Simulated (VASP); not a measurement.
# Ir (Fm-3m) in VASP: notebook

Ir is run at these levels: r2SCAN; tasks: single point, relaxation of cell and atoms.

Everything below comes from runs of VASP 6.6.1. Logs are shortened: lines on timing, memory, paths and dates and some standing lists are left out, and cuts for length are marked.

### 1 The cell of the first run

The structure is cubic, space group Fm-3m (No. 225). Conventional cell: a = 3.847 Å, b = 3.847 Å, c = 3.847 Å, α = 90.00°, β = 90.00°, γ = 90.00°. Ir (site symmetry m-3m) has 12 Ir at 2.72 Å within 3.6 Å.

### 2 Single point, r2SCAN

File POSCAR:

```
Ir
1.0
    0.0000000000      1.9236880399      1.9236880399
    1.9236880399      0.0000000000      1.9236880399
    1.9236880399      1.9236880399      0.0000000000
Ir
1
Direct
    0.0000000000      0.0000000000      0.0000000000
```

File INCAR.step1:

```
SYSTEM = Ir
ALGO = Normal ; EDIFF = 1E-4
ENCUT = 520 ; GGA = PE
ISMEAR = -1 ; LASPH = .True.
LCHARG = .False. ; LREAL = .False.
LWAVE = .True. ; NBANDS = 10
NELM = 60 ; PREC = Accurate
SIGMA = 0.05
```

File INCAR.step2:

```
SYSTEM = Ir
ALGO = Normal ; EDIFF = 1E-6
ENCUT = 520 ; ISIF = 2
ISMEAR = -1 ; ISTART = 1
LASPH = .True. ; LCHARG = .False.
LMIXTAU = .True. ; LREAL = .False.
LWAVE = .False. ; METAGGA = R2SCAN
NBANDS = 10 ; NELM = 60
PREC = Accurate ; SIGMA = 0.05
```

File KPOINTS:

```
k-points
0
Gamma
  11 11 11
  0 0 0
```

Potentials or basis: VASP PAW PBE potentials, release 64 (Ir).

Run with:

```sh
cat potpaw_PBE.64/Ir/POTCAR > POTCAR
cp INCAR.step1 INCAR
mpirun -np 1 vasp_std > vasp.out
cp INCAR.step2 INCAR
mpirun -np 1 vasp_std > vasp.out
```

OUTCAR:

```text
SYSTEM = Ir
   EDIFF = 1E-6
   ENCUT = 520
   ISIF = 2
   ISMEAR = -1
   ISTART = 1
   LASPH = .True.
   LREAL = .False.
   METAGGA = R2SCAN
   NELM = 60
   PREC = Accurate

 ion  position               nearest neighbor table
   1  0.000  0.000  0.000-

  LATTYP: Found a face centered cubic cell.
 ALAT       =     3.8473760798

  Lattice vectors:

 A1 = (   0.0000000000,   1.9236880399,   1.9236880399)
 A2 = (   1.9236880399,   0.0000000000,   1.9236880399)
 A3 = (   1.9236880399,   1.9236880399,   0.0000000000)

Analysis of symmetry for initial positions (statically):
=====================================================================
 Subroutine PRICEL returns:
 Original cell was already a primitive cell.

 Routine SETGRP: Setting up the symmetry group for a
 face centered cubic supercell.

 Subroutine GETGRP returns: Found 48 space group operations
 (whereof 48 operations were pure point group operations)
 out of a pool of 48 trial point group operations.

The static configuration has the point symmetry O_h .

Analysis of symmetry for dynamics (positions and initial velocities):
=====================================================================
 Subroutine PRICEL returns:
 Original cell was already a primitive cell.

 Routine SETGRP: Setting up the symmetry group for a
 face centered cubic supercell.

 Subroutine GETGRP returns: Found 48 space group operations
 (whereof 48 operations were pure point group operations)
 out of a pool of 48 trial point group operations.

The dynamic configuration has the point symmetry O_h .

 Subroutine INISYM returns: Found 48 space group operations
 (whereof 48 operations are pure point group operations),
 and found     1 'primitive' translations

----------------------------------------------------------------------------------------

                                     Primitive cell

  volume of cell :      14.2375

  direct lattice vectors                    reciprocal lattice vectors
     0.000000000  1.923688040  1.923688040    -0.259917403  0.259917403  0.259917403
     1.923688040  0.000000000  1.923688040     0.259917403 -0.259917403  0.259917403
     1.923688040  1.923688040  0.000000000     0.259917403  0.259917403 -0.259917403

  length of vectors
     2.720505716  2.720505716  2.720505716     0.450190148  0.450190148  0.450190148

  position of ions in fractional coordinates (direct lattice)
     0.000000000  0.000000000  0.000000000

  ion indices of the primitive-cell ions
   primitive index   ion index
                 1           1

----------------------------------------------------------------------------------------

 KPOINTS: k-points

Automatic generation of k-mesh.
 Grid dimensions read from file:
 generate k-points for:   11   11   11

 Generating k-lattice:

  Cartesian coordinates                     Fractional coordinates (reciprocal lattice)
    -0.023628855  0.023628855  0.023628855     0.090909091  0.000000000  0.000000000
     0.023628855 -0.023628855  0.023628855     0.000000000  0.090909091  0.000000000
     0.023628855  0.023628855 -0.023628855     0.000000000  0.000000000  0.090909091

  Length of vectors
     0.040926377  0.040926377  0.040926377

  Shift w.r.t. Gamma in fractional coordinates (k-lattice)
     0.000000000  0.000000000  0.000000000

 Subroutine IBZKPT returns following result:
 ===========================================

 Found     56 irreducible k-points:

 Following reciprocal coordinates:
            Coordinates               Weight
  0.000000  0.000000  0.000000      1.000000
  0.090909  0.000000  0.000000      8.000000
  0.181818  0.000000  0.000000      8.000000
  0.272727  0.000000  0.000000      8.000000
  0.363636  0.000000  0.000000      8.000000
  0.454545  0.000000  0.000000      8.000000
[... 16 lines left out ...]
 -0.272727  0.181818  0.000000     24.000000
 -0.181818  0.181818  0.000000     12.000000
 [... further k-points ...]
   k-points           NKPTS =     56   k-points in BZ     NKDIM =     56   number of bands    NBANDS=     10
   number of dos      NEDOS =    301   number of ions     NIONS =      1
   total plane-waves  NPLWV =   8000
   dimension x,y,z NGX =    20 NGY =   20 NGZ =   20
   dimension x,y,z NGXF=    40 NGYF=   40 NGZF=   40
   ions per type =               1
   NGX,Y,Z   is equivalent  to a cutoff of  12.22, 12.22, 12.22 a.u.
   NGXF,Y,Z  is equivalent  to a cutoff of  24.44, 24.44, 24.44 a.u.
 SYSTEM =  Ir
   PREC   = accura    normal or accurate (medium, high low for compatibility)
   ISTART =      1    job   : 0-new  1-cont  2-samecut
   ICHARG =      0    charge: 1-file 2-atom 10-const
   ISPIN  =      1    spin polarized calculation?
   LNONCOLLINEAR =      F non collinear calculations
   LSORBIT =      F    spin-orbit coupling
   LASPH  =      T    aspherical Exc in radial PAW
   ENCUT  =  520.0 eV  38.22 Ry    6.18 a.u.   5.06  5.06  5.06*2*pi/ulx,y,z
   NELM   =     60;   NELMIN=  2; NELMDL=  0     # of ELM steps
   EDIFF  = 0.1E-05   stopping-criterion for ELM
   LREAL  =      F    real-space projection
   EDIFFG = 0.1E-04   stopping-criterion for IOM
   NSW    =      0    number of steps for IOM
   IBRION =     -1    ionic relax: 0-MD 1-quasi-New 2-CG
   NFREE  =      0    steps in history (QN), initial steepest desc. (CG)
   ISIF   =      2    stress and relaxation
   ISYM   =      2    0-nonsym 1-usesym 2-fastsym
   POTIM  = 0.5000    time-step for ionic-motion
   TEBEG  =    0.0;   TEEND  =   0.0 temperature during run
   PSTRESS=    0.0 pullay stress
   NELECT =       9.0000    total number of electrons
   NUPDOWN=      -1.0000    fix difference up-down
   EMIN   =  10.00;   EMAX   =-10.00  energy-range for DOS
   EFERMI =   0.00;   METHOD = LEGACY
   ISMEAR =    -1;   SIGMA  =   0.05  broadening in eV -4-tet -1-fermi 0-gaus
   EFERMI_NEDOS =   21; number of points for ismear=-14 and -15
   IALGO  =     38    algorithm
   IMIX   =      4    mixing-type and parameters
     AMIX     =   0.40;   BMIX     =  1.00
     AMIX_MAG =   1.60;   BMIX_MAG =  1.00
  volume/ion in A,a.u.               =      14.24        96.08
  Fermi-wavevector in a.u.,A,eV,Ry     =   1.405004  2.655073 26.858410  1.974037
  Thomas-Fermi vector in A             =   2.527509
   LORBIT       =      0    0 simple, 1 ext, 2 COOP (PROOUT), +10 PAW based schemes
   METAGGA = R2SCAN    functional components
   LHFCALC =     F    Hartree Fock is set to
   AEXX    =    0.0000 exact exchange contribution
   IVDW    =     0    specifies the selected vdW correction
   LEPSILON=     F    determine dielectric tensor
   LRPA    =     F    only Hartree local field effects (RPA)
 non-spin polarized calculation
  energy-cutoff  :      520.00
  volume of cell :       14.24
 maximum number of plane-waves:       391
   NGX = 11   NGY = 11   NGZ = 11

 number of electron       9.0000000 magnetization

 Free energy of the ion-electron system (eV)
  ---------------------------------------------------
  ext. energy  EPLUGINS =         0.00000000
  ---------------------------------------------------
  free energy    TOTEN  =       -52.34450795 eV

  energy without entropy =      -52.33260040  energy(sigma->0) =      -52.33855418

 E-fermi :  10.0200     XC(G=0): -15.2849

 val. band max:        9.9821029503   @ k =  -0.3636   0.0909   0.0000
 cond. band min:      10.0288691960   @ k =   0.4545   0.3636   0.0000
 fundamental gap:      0.0467662456
 Fermi energy:        10.0200047672

 k-point     1 :       0.0000    0.0000    0.0000
  band No.  band energies     occupation
      1      -1.3926      2.00000
      2       6.1055      2.00000
      3       6.1055      2.00000
      4       6.1055      2.00000
      5       8.7866      2.00000
      6       8.7866      2.00000
      7      25.1771      0.00000
      8      31.0080      0.00000
      9      31.0080      0.00000
     10      31.0080      0.00000

 k-point     2 :       0.0909    0.0000    0.0000
  band No.  band energies     occupation
      1      -1.0156      2.00000
      2       5.9118      2.00000
      3       6.2628      2.00000
      4       6.2628      2.00000
      5       8.6931      2.00000
      6       8.6931      2.00000
      7      25.8072      0.00000
      8      29.3480      0.00000
      9      31.6157      0.00000
     10      31.6157      0.00000

 k-point     3 :       0.1818    0.0000    0.0000
  band No.  band energies     occupation
      1      -0.0038      2.00000
      2       5.5600      2.00000
      3       6.5407      2.00000
      4       6.5407      2.00000
      5       8.6587      2.00000
      6       8.6587      2.00000
      7      26.6401      0.00000
      8      27.2615      0.00000
      9      33.2790      0.00000
     10      33.2790      0.00000

 k-point     4 :       0.2727    0.0000    0.0000
  band No.  band energies     occupation
      1       1.1502      2.00000
      2       5.7143      2.00000
      3       6.4874      2.00000
      4       6.4874      2.00000
      5       9.2025      2.00000
      6       9.2025      2.00000
      7      23.9485      0.00000
      8      27.4001      0.00000
      9      35.0305      0.00000
     10      35.0305      0.00000
[... 222 lines left out ...]
 k-point    22 :      -0.3636    0.1818    0.0000
  band No.  band energies     occupation
      1       2.9187      2.00000
      2       5.2073      2.00000
      3       6.4798      2.00000
      4       6.9552      2.00000
      5       9.9330      1.70119
      6      13.6037      0.00000
      7      19.1574      0.00000
      8      26.0735      0.00000
      9      28.2181      0.00000
     10      31.6906      0.00000

 k-point    23 :      -0.2727    0.1818    0.0000
  band No.  band energies     occupation
      1       2.8563      2.00000
      2       5.2223      2.00000
      3       5.7350      2.00000
      4       7.1504      2.00000
      5       8.6967      2.00000
      6      12.2196      0.00000
      7      22.4241      0.00000
      8      26.6926      0.00000
      9      28.7914      0.00000
     10      33.9944      0.00000

 k-point    24 :      -0.1818    0.1818    0.0000
  band No.  band energies     occupation
      1       1.9203      2.00000
      2       4.8926      2.00000
      3       6.2583      2.00000
      4       7.5543      2.00000
      5       7.5862      2.00000
      6      10.7485      0.00000
      7      25.0011      0.00000
      8      27.9934      0.00000
      9      30.6394      0.00000
     10      31.5463      0.00000

 [... further k-points ...]

------------------------ aborting loop because EDIFF is reached ----------------------------------------

  FORCE on cell =-STRESS in cart. coord.  units (eV):
  Direction    XX          YY          ZZ          XY          YZ          ZX
  --------------------------------------------------------------------------------------
  -------------------------------------------------------------------------------------
  Total        0.1860060      0.1860060      0.1860060      0.0000000      0.0000000      0.0000000
  in kB       20.9316567     20.9316567     20.9316567      0.0000000      0.0000000      0.0000000
  external PRESSURE =      20.9316567 kB  Pullay stress =       0.0000000 kB

 VOLUME and BASIS-vectors are now :
 -----------------------------------------------------------------------------
  energy-cutoff  :      520.00
  volume of cell :       14.24
      direct lattice vectors                 reciprocal lattice vectors
     0.000000000  1.923688040  1.923688040    -0.259917403  0.259917403  0.259917403
     1.923688040  0.000000000  1.923688040     0.259917403 -0.259917403  0.259917403
     1.923688040  1.923688040  0.000000000     0.259917403  0.259917403 -0.259917403

 POSITION                                       TOTAL-FORCE (eV/Angst)
 -----------------------------------------------------------------------------------
      0.00000      0.00000      0.00000        -0.000000      0.000000      0.000000
 -----------------------------------------------------------------------------------
    total drift:                                0.000000      0.000000      0.000000

  FREE ENERGIE OF THE ION-ELECTRON SYSTEM (eV)
  ---------------------------------------------------
  free  energy   TOTEN  =       -52.3445079539 eV

  energy  without entropy=      -52.3326003981  energy(sigma->0) =      -52.33855418
```

Wall time 55 s (1 thread of Intel Xeon 8259CL, shared host); peak memory 0.13 GiB.

What came out:

- Free energy: -52.3445 eV
- Pressure: 2.1 GPa
- Band gap on the k mesh: zero (an odd number of electrons rules out a gap without spin polarisation)

Caveat: the PAW data sets were made with another functional, which shifts forces and pressure a little; spin-orbit coupling is left out, which moves the levels of the heavy elements.

### 3 Relaxation of cell and atoms, r2SCAN

This run uses another cell than the first one, of 14.06 Å³/atom.

File POSCAR:

```
Ir
1.0
    0.0000000000      1.9156000000      1.9156000000
    1.9156000000      0.0000000000      1.9156000000
    1.9156000000      1.9156000000      0.0000000000
Ir
1
Direct
    0.0000000000      0.0000000000      0.0000000000
```

File INCAR.step1:

```
SYSTEM = Ir
PREC = Accurate ; ENCUT = 600
ISMEAR = -1 ; SIGMA = 0.05
LREAL = .FALSE. ; LASPH = .TRUE.
NELM = 100 ; GGA = PE
ALGO = Normal ; EDIFF = 1E-4
LWAVE = .TRUE. ; LCHARG = .FALSE.
```

File INCAR.step2:

```
SYSTEM = Ir
PREC = Accurate ; ENCUT = 600
EDIFF = 1E-7 ; ISMEAR = -1
SIGMA = 0.05 ; LREAL = .FALSE.
LASPH = .TRUE. ; NELM = 100
ALGO = Normal ; ISIF = 3
LWAVE = .FALSE. ; LCHARG = .FALSE.
METAGGA = R2SCAN ; LMIXTAU = .TRUE.
IBRION = 2 ; NSW = 60
EDIFFG = -0.03 ; ISTART = 1
```

File KPOINTS:

```
regular mesh
0
G
  11 11 11
  0 0 0
```

Potentials or basis: VASP PAW PBE potentials, release 64 (Ir).

Run with:

```sh
cat potpaw_PBE.64/Ir/POTCAR > POTCAR
cp INCAR.step1 INCAR
mpirun -np 1 vasp_std > vasp.out
cp INCAR.step2 INCAR
mpirun -np 1 vasp_std > vasp.out
```

It took 94 s on 1 thread of Intel Xeon 8259CL, shared host; peak memory 0.16 GiB.

It converged, with:

```
Free energy                           : -52.3449 eV
Relaxed volume                        : 14.33 Å³/atom
Relaxed cell                          : a = 2.726 Å, b = 2.726 Å, c = 2.726 Å, α = 60.00°, β = 60.00°, γ = 60.00°
Space group after relaxing (to 0.1 Å) : Fm-3m (No. 225)
Energy gained by relaxing             : 5.6 meV/atom
Ionic steps                           : 3
Pressure after relaxing               : -0.2 GPa
Band gap on the k mesh                : zero (an odd number of electrons rules out a gap without spin polarisation)
```

The path:
| step | energy change (eV) | largest force (eV/Å) | pressure (GPa) | volume (Å³) |
| --- | --- | --- | --- | --- |
| 1 | 0.0000 | 0.0000 | 7.19 | 14.06 |
| 2 | 0.0749 | 0.0000 | -22.44 | 15.38 |
| 3 | -0.0056 | 0.0000 | -0.21 | 14.33 |

Final structure:
```
Ir
1.0
     0.00000    1.92763    1.92763
     1.92763    0.00000    1.92763
     1.92763    1.92763    0.00000
Ir
1
Direct
  0.00000 0.00000 0.00000
```

Levels at points of the mesh, in eV from the Fermi level:
```
           k point  band 1  band 2  band 3  band 4  band 5  band 6  band 7  band 8
(0.00, 0.00, 0.00)  -11.35   -3.88   -3.88   -3.88   -1.22   -1.22   15.17   20.96
```

Caveat: the PAW data sets were made with another functional, which shifts forces and pressure a little; spin-orbit coupling is left out, which moves the levels of the heavy elements.

The gap in the log of VASP goes by the Fermi energy; the results here count the filled bands.